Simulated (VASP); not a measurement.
Input of a VASP 6.6.1 run:

INCAR

```
PREC     = Accurate       # precision mode
ENCUT    = 520            # plane-wave cutoff, eV
EDIFF    = 1E-6           # SCF threshold, eV
ISMEAR   = -1             # smearing method
SIGMA    = 0.0901         # smearing width, eV
LREAL    = F              # projectors in reciprocal space
LASPH    = T              # aspherical terms in the spheres
NELM     = 150            # most SCF steps
ALGO     = Fast           # electronic algorithm
ISIF     = 2              # what is computed and relaxed
LWAVE    = F              # write WAVECAR
LCHARG   = F              # write CHGCAR
ISPIN    = 2              # spin polarisation
MAGMOM   = 3 -3 0 0 0 0 0 0 0 0 0 0 0 0 # initial moments
LORBIT   = 11             # projections on sites
LMAXMIX  = 4              # l up to which the mixer works
GGA      = PE             # functional
NBANDS   = 59             # bands
```

The input KPOINTS:

```
Automatic mesh
0
Gamma
  5 5 5
```

The input POSCAR:

```
Al2CrO4
1.0
    0.0000000000      4.0372312000      4.0372312000
    4.0372312000      0.0000000000      4.0372312000
    4.0372312000      4.0372312000      0.0000000000
Cr Al O
2 4 8
Direct
    0.1250000000      0.1250000000      0.1250000000
    0.8750000000      0.8750000000      0.8750000000
    0.5000000000      0.5000000000      0.5000000000
    0.0000000000      0.5000000000      0.5000000000
    0.5000000000      0.5000000000      0.0000000000
    0.5000000000      0.0000000000      0.5000000000
    0.2645000000      0.2645000000      0.2645000000
    0.2935000000      0.7355000000      0.7355000000
    0.2645000000      0.2645000000      0.7065000000
    0.7355000000      0.2935000000      0.7355000000
    0.7065000000      0.2645000000      0.2645000000
    0.7355000000      0.7355000000      0.7355000000
    0.2645000000      0.7065000000      0.2645000000
    0.7355000000      0.7355000000      0.2935000000
```

Potentials or basis: VASP PAW PBE potentials, release 64 (Cr_pv, Al, O).

The run is started by

```bash
$ cat potpaw_PBE.64/Cr_pv/POTCAR potpaw_PBE.64/Al/POTCAR potpaw_PBE.64/O/POTCAR > POTCAR
$ mpirun -np 1 vasp_std > vasp.out
```

Task: Estimate the site moments.

Result: Cr +3.42, -3.42; Al +0.00; O +0.01, -0.01 (each value once) μB.

Task: What does it give for the largest force?

Result: 0.587 eV/Å.

Task: Predict the band gap on the k mesh.

Result: Zero (filled and empty bands overlap).

Task: Estimate the net moment.

Result: 0.00 μB per cell.

Forces in eV/Å, atoms in the order of the input:
```
Cr   0.000  0.000  0.000
Cr   0.000  0.000  0.000
Al   0.000  0.000  0.000
Al   0.000  0.000  0.000
Al   0.000  0.000  0.000
Al   0.000  0.000  0.000
O    0.339  0.339  0.339
O   -0.339  0.339  0.339
O   -0.339 -0.339  0.339
O    0.339 -0.339  0.339
O    0.339 -0.339 -0.339
O   -0.339 -0.339 -0.339
O   -0.339  0.339 -0.339
O    0.339  0.339 -0.339
```

Caveat: semilocal functionals often make such compounds metallic where correlation or magnetic order opens a gap, which also shifts bond lengths. With open d or f shells a metallic result of PBE can be an artefact of self-interaction; +U or a hybrid may open a gap.
